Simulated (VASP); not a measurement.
# Pr (P6_3/mmc) in VASP: further runs, part 2 of 2

VASP 6.6.1. Earlier steps stand in the parts before.

## Step 6: Relaxation of cell and atoms, LDA, collinear spin, ferromagnetic start

INCAR

```
PREC     = Accurate       # precision mode
ENCUT    = 600            # plane-wave cutoff, eV
EDIFF    = 1E-6           # SCF threshold, eV
ISMEAR   = -1             # smearing method
SIGMA    = 0.05           # smearing width, eV
LREAL    = F              # projectors in reciprocal space
LASPH    = T              # aspherical terms in the spheres
NELM     = 150            # most SCF steps
ALGO     = Normal         # electronic algorithm
ISIF     = 3              # what is computed and relaxed
LWAVE    = F              # write WAVECAR
LCHARG   = F              # write CHGCAR
ISPIN    = 2              # spin polarisation
MAGMOM   = 2 2            # initial moments
LORBIT   = 11             # projections on sites
LMAXMIX  = 6              # l up to which the mixer works
GGA      = CA             # functional
IBRION   = 2              # ionic algorithm
NSW      = 80             # ionic steps
EDIFFG   = -0.005         # ionic threshold
```

KPOINTS

```
regular mesh
0
Gamma
  6 6 4
```

POSCAR

```
Pr
1.0
    3.6690000000      0.0000000000      0.0000000000
   -1.8345000000      3.1774472065      0.0000000000
    0.0000000000      0.0000000000      5.9200000000
Pr
2
Direct
    0.6666666667      0.3333333333      0.7500000000
    0.3333333333      0.6666666667      0.2500000000
```

Potentials or basis: VASP PAW PBE potentials, release 64 (Pr).

Launch:

```bash
> cat potpaw_PBE.64/Pr/POTCAR > POTCAR
> mpirun -np 1 vasp_std > vasp.out
```

It took 48 min on 1 thread of Oxide Virtual Turin-like, shared host; peak memory 0.21 GiB.

Results (log left out):

- Free energy: -12.7848 eV
- Relaxed volume: 19.54 Å³/atom
- Relaxed cell: a = 2.826 Å, b = 2.826 Å, c = 5.651 Å, α = 90.00°, β = 90.00°, γ = 120.00°
- Space group after relaxing (to 0.05 Å): P6_3/mmc (No. 194)
- Energy gained by relaxing: 432.4 meV/atom
- Ionic steps: 25
- Pressure after relaxing: 0.0 GPa
- Band gap on the k mesh: zero (filled and empty bands overlap)
- Net moment: 0.03 μB per cell
- Valence electrons inside the program's atomic spheres: Pr 10.44

Stress tensor (GPa, compression positive):
```
-0.04  0.00  0.00
 0.00 -0.04  0.00
 0.00  0.00  0.04
```

Step by step:
```
step  energy change (eV)  largest force (eV/Å)  pressure (GPa)  volume (Å³)
   1              0.0000                0.0000           -6.57        69.02
   2              0.0124                0.0000           -9.27        55.82
   3              2.3547                0.0000          110.49        26.50
   4             -0.2729                0.0000           -7.76        50.50
   5             -0.4947                0.0000            5.47        37.70
   6             -0.5373                0.0000           -1.30        41.90
   7             -0.5407                0.0000           -0.45        41.05
   8             -0.7407                0.0000            4.85        36.96
   9             -0.7448                0.0000            6.98        36.27
  10             -0.8549                0.0000            2.19        38.61
  11             -0.8580                0.0000            2.57        38.30
  12             -0.8546                0.0000           -2.73        39.85
  13             -0.8647                0.0000            0.08        39.00
  14             -0.8647                0.0000            0.16        38.97
  15             -0.8647                0.0000            0.19        38.95
  16             -0.8649                0.0000           -0.07        39.04
  17             -0.8649                0.0000            0.07        39.04
  18             -0.8649                0.0000           -0.15        39.07
  19             -0.8649                0.0000            0.06        39.05
  20             -0.8649                0.0000            0.08        39.05
  21             -0.8649                0.0000            0.09        39.06
  22             -0.8649                0.0000            0.07        39.07
  23             -0.8649                0.0000            0.02        39.07
  24             -0.8649                0.0000           -0.23        39.08
  25             -0.8649                0.0000           -0.01        39.08
```

Final structure:
```
Pr
1.0
     2.82577    0.00000    0.00000
    -1.41289    2.44719    0.00000
     0.00000    0.00000    5.65116
Pr
2
Cartesian
  1.4129 0.8157 4.2384
  0.0000 1.6315 1.4128
```

Levels at points of the mesh, in eV from the Fermi level:
Spin up:
```
           k point  band 11  band 12  band 13  band 14  band 15  band 16
(0.00, 0.00, 0.00)    -0.83    -0.39    -0.18     0.37     0.37     0.37
(0.50, 0.00, 0.00)    -1.82    -0.42    -0.32     0.12     0.22     0.28
(0.00, 0.00, 0.50)    -0.40    -0.40     0.41     0.41     0.41     0.41
(0.50, 0.00, 0.50)    -2.09    -2.09    -0.02    -0.02     0.30     0.30
```
Spin down:
```tsv
k point	band 11	band 12	band 13	band 14	band 15	band 16
(0.00, 0.00, 0.00)	-0.82	-0.39	-0.18	0.38	0.38	0.38
(0.50, 0.00, 0.00)	-1.81	-0.42	-0.31	0.12	0.23	0.29
(0.00, 0.00, 0.50)	-0.40	-0.40	0.42	0.42	0.42	0.42
(0.50, 0.00, 0.50)	-2.09	-2.09	-0.01	-0.01	0.31	0.31
```

Caveat: the magnetic or orbital state may not be the lowest; the electronic state changed during the relaxation; the volume moved by over 15 % at a fixed basis, so the end points are rough; the PAW data sets were made with another functional, which shifts forces and pressure a little; spin-orbit coupling is left out, which moves the levels of the heavy elements; the volume moved by -43 % from the deposited cell, more than functionals usually miss. The state reached can hang on the start; a lower one may exist.

## Step 7: The runs side by side

| task | level | spin | U | cell | k mesh | cutoff (eV) | gap on the mesh (eV) | pressure (GPa) | moment (μB) |
| --- | --- | --- | --- | --- | --- | --- | --- | --- | --- |
| single point | PBE | off | - | a = 3.669, b = 3.669, c = 5.920 Å, angles 90.0, 90.0, 120.0°, 2 atoms | 8 × 8 × 5 | 520 | none | -6.1 | - |
| single point | PBE | collinear, ferromagnetic start | - | a = 3.669, b = 3.669, c = 5.920 Å, angles 90.0, 90.0, 120.0°, 2 atoms | 8 × 8 × 5 | 520 | none | -1.0 | 5.74 |
| single point | PBEsol+U | off | Pr f U = 4.0 eV | a = 3.669, b = 3.669, c = 5.920 Å, angles 90.0, 90.0, 120.0°, 2 atoms | 6 × 6 × 4 | 520 | none | -8.3 | - |
| single point | LDA | collinear, ferromagnetic start | - | a = 2.826, b = 2.826, c = 5.664 Å, angles 90.0, 90.0, 120.0°, 2 atoms | 6 × 6 × 4 | 520 | none | -0.2 | 0.44 |
| relaxation of cell and atoms | LDA | collinear, ferromagnetic start | - | relaxed from a = 3.669, b = 3.669, c = 5.920 Å, angles 90.0, 90.0, 120.0°, 2 atoms | 6 × 6 × 4 | 600 | none | 0.0 | 0.03 |

Alike in all rows: potentials or basis VASP PAW PBE potentials, release 64 (Pr); smearing fermi-dirac 0.05 eV.

Caveats: some runs use coarse meshes; spin-orbit coupling is left out, which moves the levels of the heavy elements; the magnetic or orbital state may not be the lowest (some runs); the PAW data sets were made with another functional, which shifts forces and pressure a little (some runs); U without spin polarisation on a metal has little footing (some runs); the electronic state changed during the relaxation (some runs); the volume moved by over 15 % at a fixed basis, so the end points are rough (some runs); the volume moved by -43 % from the deposited cell, more than functionals usually miss (some runs).

Total energies depend on the potentials used, so only differences within one code and one set of settings carry meaning.
